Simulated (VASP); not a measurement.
CsSnBr3: single point with PBE

CsSnBr3:

```
Cs Sn Br
1.0
     5.84115    0.00000    0.00000
     0.00000    5.84115    0.00000
     0.00000    0.00000    5.84115
Cs Sn Br
1 1 3
Direct
  0.00000 0.00000 0.00000
  0.50000 0.50000 0.50000
  0.50000 0.50000 0.00000
  0.50000 0.00000 0.50000
  0.00000 0.50000 0.50000
```

```
Program             : VASP 6.6.1
Task                : single point
Functional          : PBE
Potentials or basis : VASP PAW PBE potentials, release 64 (Cs_sv, Sn_d, Br)
Cutoff              : 500 eV
k mesh              : 4 × 4 × 4
Occupations         : gaussian, width 0.01 eV
Spin                : no spin polarisation
```

- Pressure: 0.7 GPa
- Band gap on the k mesh: 0.50 eV

Levels at points of the mesh, in eV from the valence-band top:
| k point | band 18 | band 19 | band 20 | band 21 | band 22 | band 23 | band 24 | band 25 | band 26 | band 27 |
| --- | --- | --- | --- | --- | --- | --- | --- | --- | --- | --- |
| (0.00, 0.00, 0.00) | -2.99 | -2.99 | -2.86 | -2.86 | -2.86 | 2.25 | 3.29 | 3.29 | 3.94 | 3.94 |
| (0.50, 0.00, 0.00) | -3.17 | -3.13 | -2.98 | -2.98 | -1.98 | 1.48 | 3.68 | 4.32 | 4.33 | 4.34 |
| (0.50, 0.50, 0.00) | -3.29 | -3.25 | -3.25 | -2.51 | -0.97 | 1.03 | 1.03 | 3.93 | 4.40 | 4.83 |
| (0.50, 0.50, 0.50) | -3.28 | -2.49 | -2.49 | -2.49 | 0.00 | 0.50 | 0.50 | 0.50 | 3.74 | 4.35 |

Run time: 96 s on 1 thread of Intel Xeon 8259CL, with other jobs on the host, peak memory 0.34 GiB.

Caveat: semilocal functionals underestimate gaps, and a narrow one can read as zero; spin-orbit coupling is left out, which moves the levels of the heavy elements. A k mesh can miss the band edges.
